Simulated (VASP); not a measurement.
Write the native input for VASP 6.6.1 that does the following.

| Item | Value |
| --- | --- |
| Task | single point |
| Functional | PBEsol |
| Potentials or basis | VASP PAW PBE potentials, release 64 (W_sv, S) |
| Cutoff | 520 eV |
| k mesh | 12 × 12 × 2 |
| Occupations | gaussian, width 0.02 eV |
| Spin | no spin polarisation |
| Dipole correction | no |
| Further INCAR settings | ALGO = Normal; EDIFF = 1e-06; NBANDS = 49 |

The structure of WS2 lies in POSCAR:

```
WS2
1.0
    3.2889061281      0.0000000000      0.0000000000
   -1.6444530640      2.8482762576      0.0000000000
    0.0000000000      0.0000000000     18.6377652240
W S
3 6
Direct
    0.6666666667      0.3333333333      0.3326610999
    0.3333333333      0.6666666667      0.6659944332
    0.0000000000      0.0000000000      0.9993277665
    0.3333333333      0.6666666667      0.2508048775
    0.6666666667      0.3333333333      0.0811673560
    0.0000000000      0.0000000000      0.5841382108
    0.3333333333      0.6666666667      0.4145006893
    0.6666666667      0.3333333333      0.9174715442
    0.0000000000      0.0000000000      0.7478340226
```

This cell differs from its parent crystal: biaxial strain in the a-b plane: +4.5 %.

These files were run (other wordings do the same):

INCAR

```
SYSTEM = WS2
PREC = Accurate
ENCUT = 520
EDIFF = 1E-6
ISMEAR = 0
SIGMA = 0.02
LREAL = .FALSE.
LASPH = .TRUE.
NELM = 100
ALGO = Normal
ISIF = 2
LWAVE = .FALSE.
LCHARG = .TRUE.
GGA = PS
LELF = .TRUE.
LVHAR = .TRUE.
NBANDS = 49
```

KPOINTS

```
regular mesh
0
G
  12 12 2
  0 0 0
```

Potentials or basis: VASP PAW PBE potentials, release 64 (W_sv, S).

The run is started by

```sh
$ cat potpaw_PBE.64/W_sv/POTCAR potpaw_PBE.64/S/POTCAR > POTCAR
$ mpirun -np 1 vasp_std > vasp.out
```

Results of the run:

- Pressure: -8.1 GPa
- Largest force: 0.123 eV/Å
- Band gap on the k mesh: 0.47 eV

Caveat: the cell differs from its parent crystal (biaxial strain in the a-b plane: +4.5 %); the stress differs along the axes, from -12 to -1 GPa; the PAW data sets were made with another functional, which shifts forces and pressure a little; spin-orbit coupling is left out, which moves the levels of the heavy elements; this functional lacks dispersion, which binds layers or chains, so the pressure and a relaxed spacing across them are unreliable.

Wall time 4.5 min on 1 thread of AMD EPYC 7R13 Processor (Zen 3) (shared host), peak memory 0.37 GiB.
